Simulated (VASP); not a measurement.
# Ag (P6_3/mmc) in VASP: single point with PBEsol

Aim: the single point of Ag with PBEsol.

Everything below comes from runs of VASP 6.6.1. Logs are shortened: lines on timing, memory, paths and dates and some standing lists are left out, and cuts for length are marked.

**1. The cell of the first run**

The structure is hexagonal, space group P6_3/mmc (No. 194). Conventional cell: a = 2.867 Å, b = 2.867 Å, c = 4.692 Å, α = 90.00°, β = 90.00°, γ = 120.00°. Ag (site symmetry -6m2) has 12 Ag at 2.87 Å within 3.8 Å.

This isn't the form of Ag at room conditions, which is fcc.

**2. Single point, PBEsol**

Contents of INCAR:

```
SYSTEM = Ag
  PREC = Accurate
  ENCUT = 520
  EDIFF = 1E-6
  ISMEAR = 0
  SIGMA = 0.1
  LREAL = .False.
  LASPH = .True.
  NELM = 100
  ALGO = Fast
  ISIF = 2
  LWAVE = .False.
  LCHARG = .False.
  GGA = PS
  NBANDS = 18
```

Contents of KPOINTS:

```
Automatic mesh
0
Gamma
  18 18 10
  0 0 0
```

Contents of POSCAR:

```
Ag
1.0
    2.8674943066      0.0000000000      0.0000000000
   -1.4337471533      2.4833229147      0.0000000000
    0.0000000000      0.0000000000      4.6916812285
Ag
2
Direct
    0.3333333333      0.6666666667      0.2500000000
    0.6666666667      0.3333333333      0.7500000000
```

Potentials or basis: VASP PAW PBE potentials, release 64 (Ag).

Started as:

```bash
cat potpaw_PBE.64/Ag/POTCAR > POTCAR
mpirun -np 1 vasp_std > vasp.out
```

OUTCAR:

```text
SYSTEM = Ag
   PREC = Accurate
   ENCUT = 520
   EDIFF = 1E-6
   ISMEAR = 0
   LREAL = .False.
   LASPH = .True.
   NELM = 100
   ISIF = 2
   GGA = PS

 ion  position               nearest neighbor table
   1  0.333  0.667  0.250-   2 2.87   2 2.87   2 2.87   2 2.87   2 2.87   2 2.87
   2  0.667  0.333  0.750-   1 2.87   1 2.87   1 2.87   1 2.87   1 2.87   1 2.87

  LATTYP: Found a hexagonal cell.
 ALAT       =     2.8674943066
 C/A-ratio  =     1.6361606081

  Lattice vectors:

 A1 = (   2.8674943066,   0.0000000000,   0.0000000000)
 A2 = (  -1.4337471533,   2.4833229147,   0.0000000000)
 A3 = (   0.0000000000,   0.0000000000,   4.6916812285)

Analysis of symmetry for initial positions (statically):
=====================================================================
 Subroutine PRICEL returns:
 Original cell was already a primitive cell.

 Routine SETGRP: Setting up the symmetry group for a
 hexagonal supercell.

 Subroutine GETGRP returns: Found 24 space group operations
 (whereof 12 operations were pure point group operations)
 out of a pool of 24 trial point group operations.

The static configuration has the point symmetry D_3d.
 The point group associated with its full space group is D_6h.

Analysis of symmetry for dynamics (positions and initial velocities):
=====================================================================
 Subroutine PRICEL returns:
 Original cell was already a primitive cell.

 Routine SETGRP: Setting up the symmetry group for a
 hexagonal supercell.

 Subroutine GETGRP returns: Found 24 space group operations
 (whereof 12 operations were pure point group operations)
 out of a pool of 24 trial point group operations.

The dynamic configuration has the point symmetry D_3d.
 The point group associated with its full space group is D_6h.

 Subroutine INISYM returns: Found 24 space group operations
 (whereof 12 operations are pure point group operations),
 and found     1 'primitive' translations

----------------------------------------------------------------------------------------

                                     Primitive cell

  volume of cell :      33.4091

  direct lattice vectors                    reciprocal lattice vectors
     2.867494307  0.000000000  0.000000000     0.348736525  0.201343127  0.000000000
    -1.433747153  2.483322915  0.000000000     0.000000000  0.402686253  0.000000000
     0.000000000  0.000000000  4.691681229     0.000000000  0.000000000  0.213143211

  length of vectors
     2.867494307  2.867494307  4.691681229     0.402686253  0.402686253  0.213143211

  position of ions in fractional coordinates (direct lattice)
     0.333333333  0.666666667  0.250000000
     0.666666667  0.333333333  0.750000000

  ion indices of the primitive-cell ions
   primitive index   ion index
                 1           1
                 2           2

----------------------------------------------------------------------------------------

 KPOINTS: Automatic mesh

Automatic generation of k-mesh.
 Grid dimensions read from file:
 generate k-points for:   18   18   10

 Generating k-lattice:

  Cartesian coordinates                     Fractional coordinates (reciprocal lattice)
     0.019374251  0.011185729  0.000000000     0.055555556  0.000000000  0.000000000
     0.000000000  0.022371459  0.000000000     0.000000000  0.055555556  0.000000000
     0.000000000  0.000000000  0.021314321     0.000000000  0.000000000  0.100000000

  Length of vectors
     0.022371459  0.022371459  0.021314321

  Shift w.r.t. Gamma in fractional coordinates (k-lattice)
     0.000000000  0.000000000  0.000000000

 Subroutine IBZKPT returns following result:
 ===========================================

 Found    222 irreducible k-points:

 Following reciprocal coordinates:
            Coordinates               Weight
  0.000000  0.000000  0.000000      1.000000
  0.055556  0.000000  0.000000      6.000000
  0.111111  0.000000  0.000000      6.000000
  0.166667  0.000000  0.000000      6.000000
  0.222222  0.000000  0.000000      6.000000
  0.277778 -0.000000  0.000000      6.000000
[... 16 lines left out ...]
  0.333333  0.111111  0.000000     12.000000
  0.388889  0.111111  0.000000     12.000000
 [... further k-points ...]
   k-points           NKPTS =    222   k-points in BZ     NKDIM =    222   number of bands    NBANDS=     18
   number of dos      NEDOS =    301   number of ions     NIONS =      2
   total plane-waves  NPLWV =  20736
   dimension x,y,z NGX =    24 NGY =   24 NGZ =   36
   dimension x,y,z NGXF=    48 NGYF=   48 NGZF=   72
   ions per type =               2
   NGX,Y,Z   is equivalent  to a cutoff of  13.91, 13.91, 12.76 a.u.
   NGXF,Y,Z  is equivalent  to a cutoff of  27.83, 27.83, 25.51 a.u.
 SYSTEM =  Ag
   PREC   = accura    normal or accurate (medium, high low for compatibility)
   ISTART =      0    job   : 0-new  1-cont  2-samecut
   ICHARG =      2    charge: 1-file 2-atom 10-const
   ISPIN  =      1    spin polarized calculation?
   LNONCOLLINEAR =      F non collinear calculations
   LSORBIT =      F    spin-orbit coupling
   LASPH  =      T    aspherical Exc in radial PAW
   ENCUT  =  520.0 eV  38.22 Ry    6.18 a.u.   5.33  5.33  8.72*2*pi/ulx,y,z
   NELM   =    100;   NELMIN=  2; NELMDL= -5     # of ELM steps
   EDIFF  = 0.1E-05   stopping-criterion for ELM
   LREAL  =      F    real-space projection
   EDIFFG = 0.1E-04   stopping-criterion for IOM
   NSW    =      0    number of steps for IOM
   IBRION =     -1    ionic relax: 0-MD 1-quasi-New 2-CG
   NFREE  =      0    steps in history (QN), initial steepest desc. (CG)
   ISIF   =      2    stress and relaxation
   ISYM   =      2    0-nonsym 1-usesym 2-fastsym
   POTIM  = 0.5000    time-step for ionic-motion
   TEBEG  =    0.0;   TEEND  =   0.0 temperature during run
   PSTRESS=    0.0 pullay stress
   NELECT =      22.0000    total number of electrons
   NUPDOWN=      -1.0000    fix difference up-down
   EMIN   =  10.00;   EMAX   =-10.00  energy-range for DOS
   EFERMI =   0.00;   METHOD = LEGACY
   ISMEAR =     0;   SIGMA  =   0.10  broadening in eV -4-tet -1-fermi 0-gaus
   EFERMI_NEDOS =   21; number of points for ismear=-14 and -15
   IALGO  =     68    algorithm
   IMIX   =      4    mixing-type and parameters
     AMIX     =   0.40;   BMIX     =  1.00
     AMIX_MAG =   1.60;   BMIX_MAG =  1.00
  volume/ion in A,a.u.               =      16.70       112.73
  Fermi-wavevector in a.u.,A,eV,Ry     =   1.424276  2.691492 27.600282  2.028564
  Thomas-Fermi vector in A             =   2.544785
   LORBIT       =      0    0 simple, 1 ext, 2 COOP (PROOUT), +10 PAW based schemes
   GGA     = PS    functional components
   LHFCALC =     F    Hartree Fock is set to
   AEXX    =    0.0000 exact exchange contribution
   IVDW    =     0    specifies the selected vdW correction
   LEPSILON=     F    determine dielectric tensor
   LRPA    =     F    only Hartree local field effects (RPA)
 non-spin polarized calculation
 RMM-DIIS sequential band-by-band and
 Gauss-broadening in eV      SIGMA  =   0.10
  energy-cutoff  :      520.00
  volume of cell :       33.41
 maximum number of plane-waves:       917
 NGX is ok and might be reduce to    24
   NGX = 11   NGY = 11   NGZ = 17

 number of electron      21.9999997 magnetization

 Free energy of the ion-electron system (eV)
  ---------------------------------------------------
  ext. energy  EPLUGINS =         0.00000000
  ---------------------------------------------------
  free energy    TOTEN  =        -6.60540355 eV

  energy without entropy =       -6.60082994  energy(sigma->0) =       -6.60311675

 E-fermi :   8.4736     XC(G=0): -12.5336

 val. band max:        8.4690046422   @ k =   0.3889   0.1111   0.3000
 cond. band min:       8.4842036534   @ k =   0.3889   0.0556   0.5000
 fundamental gap:      0.0151990112
 Fermi energy:         8.4735660649

 k-point     1 :       0.0000    0.0000    0.0000
  band No.  band energies     occupation
      1       0.5359      2.00000
      2       1.9934      2.00000
      3       3.6607      2.00000
      4       3.7680      2.00000
      5       3.7680      2.00000
      6       4.0172      2.00000
[... 10 lines left out ...]
     17      27.0208      0.00000
     18      27.0208      0.00000

 k-point     2 :       0.0556    0.0000    0.0000
  band No.  band energies     occupation
      1       0.6235      2.00000
      2       2.0463      2.00000
      3       3.5987      2.00000
      4       3.8158      2.00000
      5       3.8259      2.00000
      6       3.9978      2.00000
[... 10 lines left out ...]
     17      26.3106      0.00000
     18      27.1486      0.00000

 k-point     3 :       0.1111    0.0000    0.0000
  band No.  band energies     occupation
      1       0.8790      2.00000
      2       2.1906      2.00000
      3       3.4872      2.00000
      4       3.8963      2.00000
      5       3.9555      2.00000
      6       3.9926      2.00000
[... 10 lines left out ...]
     17      26.4256      0.00000
     18      27.5611      0.00000

 k-point     4 :       0.1667    0.0000    0.0000
  band No.  band energies     occupation
      1       1.2753      2.00000
      2       2.3744      2.00000
      3       3.3846      2.00000
      4       3.8440      2.00000
      5       3.8955      2.00000
      6       4.1639      2.00000
[... 10 lines left out ...]
     17      26.2621      0.00000
     18      26.6479      0.00000

 k-point     5 :       0.2222    0.0000    0.0000
  band No.  band energies     occupation
      1       1.7445      2.00000
      2       2.4898      2.00000
      3       3.3882      2.00000
      4       3.5140      2.00000
      5       3.8056      2.00000
      6       4.0534      2.00000
[... 10 lines left out ...]
     17      24.9400      0.00000
     18      26.5030      0.00000

 k-point     6 :       0.2778   -0.0000    0.0000
  band No.  band energies     occupation
      1       2.1402      2.00000
      2       2.4640      2.00000
      3       3.1478      2.00000
      4       3.5944      2.00000
      5       3.8477      2.00000
      6       3.9329      2.00000
[... 10 lines left out ...]
     17      24.0315      0.00000
     18      25.9349      0.00000

 k-point     7 :       0.3333    0.0000    0.0000
  band No.  band energies     occupation
      1       2.2639      2.00000
      2       2.4275      2.00000
      3       2.8434      2.00000
      4       3.8269      2.00000
      5       3.9481      2.00000
      6       3.9794      2.00000
[... 10 lines left out ...]
     17      22.1743      0.00000
     18      25.3273      0.00000

 k-point     8 :       0.3889   -0.0000    0.0000
  band No.  band energies     occupation
      1       2.1776      2.00000
      2       2.4401      2.00000
      3       2.6187      2.00000
      4       3.7446      2.00000
      5       4.0733      2.00000
      6       4.0892      2.00000
[... 10 lines left out ...]
     17      20.6490      0.00000
     18      24.8299      0.00000
[... 229 lines left out ...]
     17      26.5042      0.00000
     18      26.6157      0.00000

 k-point    20 :       0.1667    0.1111    0.0000
  band No.  band energies     occupation
      1       1.9648      2.00000
      2       2.6354      2.00000
      3       3.1920      2.00000
      4       3.4352      2.00000
      5       3.8334      2.00000
      6       3.8812      2.00000
[... 10 lines left out ...]
     17      25.9019      0.00000
     18      26.0078      0.00000

 k-point    21 :       0.2222    0.1111    0.0000
  band No.  band energies     occupation
      1       2.3658      2.00000
      2       2.6207      2.00000
      3       3.1046      2.00000
      4       3.3179      2.00000
      5       3.7784      2.00000
      6       3.8787      2.00000
[... 10 lines left out ...]
     17      24.2682      0.00000
     18      25.1284      0.00000

 k-point    22 :       0.2778    0.1111    0.0000
  band No.  band energies     occupation
      1       2.4777      2.00000
      2       2.5790      2.00000
      3       2.8287      2.00000
      4       3.6547      2.00000
      5       3.7043      2.00000
      6       3.9937      2.00000
[... 10 lines left out ...]
     17      22.3547      0.00000
     18      24.4747      0.00000

 k-point    23 :       0.3333    0.1111    0.0000
  band No.  band energies     occupation
      1       2.3622      2.00000
      2       2.6055      2.00000
      3       2.6243      2.00000
      4       3.6604      2.00000
      5       4.0130      2.00000
      6       4.0807      2.00000
[... 10 lines left out ...]
     17      20.8047      0.00000
     18      24.0015      0.00000

 k-point    24 :       0.3889    0.1111    0.0000
  band No.  band energies     occupation
      1       2.2789      2.00000
      2       2.4991      2.00000
      3       2.5923      2.00000
      4       3.6424      2.00000
      5       3.9966      2.00000
      6       4.2028      2.00000
[... 10 lines left out ...]
     17      19.6929      0.00000
     18      23.7169      0.00000

 [... further k-points ...]
[... 5 lines left out ...]
  --------------------------------------------------------------------------------------
  -------------------------------------------------------------------------------------
  Total       -0.0709803     -0.0709803     -0.0691907      0.0000000     -0.0000000      0.0000000
  in kB       -3.4039578     -3.4039578     -3.3181335      0.0000000     -0.0000000      0.0000000
  external PRESSURE =      -3.3753497 kB  Pullay stress =       0.0000000 kB

 VOLUME and BASIS-vectors are now :
 -----------------------------------------------------------------------------
  energy-cutoff  :      520.00
  volume of cell :       33.41
      direct lattice vectors                 reciprocal lattice vectors
     2.867494307  0.000000000  0.000000000     0.348736525  0.201343127  0.000000000
    -1.433747153  2.483322915  0.000000000     0.000000000  0.402686253  0.000000000
     0.000000000  0.000000000  4.691681229     0.000000000  0.000000000  0.213143211

 POSITION                                       TOTAL-FORCE (eV/Angst)
 -----------------------------------------------------------------------------------
     -0.00000      1.65555      1.17292        -0.000000      0.000000     -0.000000
      1.43375      0.82777      3.51876         0.000000      0.000000      0.000000
 -----------------------------------------------------------------------------------
    total drift:                               -0.000000      0.000000     -0.000000

  FREE ENERGIE OF THE ION-ELECTRON SYSTEM (eV)
  ---------------------------------------------------
  free  energy   TOTEN  =        -6.6054035550 eV

  energy  without entropy=       -6.6008299398  energy(sigma->0) =       -6.60311675
```

Run time: 2.4 min. Hardware: 1 thread of AMD EPYC 7R13, shared host; peak memory 0.2 GiB.

Results:

```
Free energy            : -6.6054 eV
Pressure               : -0.3 GPa
Band gap on the k mesh : zero (bands 11 and 12 overlap by 7.52 eV)
```

Caveat: the PAW data sets were made with another functional, which shifts forces and pressure a little.
